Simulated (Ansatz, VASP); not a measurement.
CsGaCl2 in VASP and in Ansatz

```
Cs Ga Cl
1.0
     4.58438    0.00000    0.00000
    -2.29219    3.97019    0.00000
     0.00000    0.00000    7.85421
Cs Ga Cl
1 1 2
Direct
  0.00000 0.00000 0.50000
  0.00000 0.00000 0.00000
  0.33333 0.66667 0.78476
  0.66667 0.33333 0.21524
```

Alike in both runs: functional PBE; k mesh 6 × 6 × 4; occupations gaussian, width 0.1 eV; no spin polarisation.

Ansatz relaxed the structure, and its values are those at the end. VASP's run is a single point on that final structure, the one shown.

|  | VASP | Ansatz |
| --- | --- | --- |
| version | VASP 6.6.1 | Ansatz 0.2.0 |
| potentials or method | VASP PAW PBE potentials, release 64 (Cs_sv, Ga_d, Cl), cutoff 520 eV | scalar-relativistic, plane waves, PAW |
| valence electrons in the cell | 36 | 36 |

Ansatz gave:

| Property | Result |
| --- | --- |
| gap on the k mesh at the Fermi level (eV) | 2.97 |
| least direct gap on the mesh (eV) | 3.25 |
| pressure (GPa) | 0.0 |
| rms of the force components (eV/Å) | 0.008 |

Task: Which values does VASP return?

Result: gap on the k mesh at the Fermi level (eV): 2.97; least direct gap on the mesh (eV): 3.25; pressure (GPa): 0.0; rms of the force components (eV/Å): 0.011.

Neither program's run includes spin-orbit coupling.
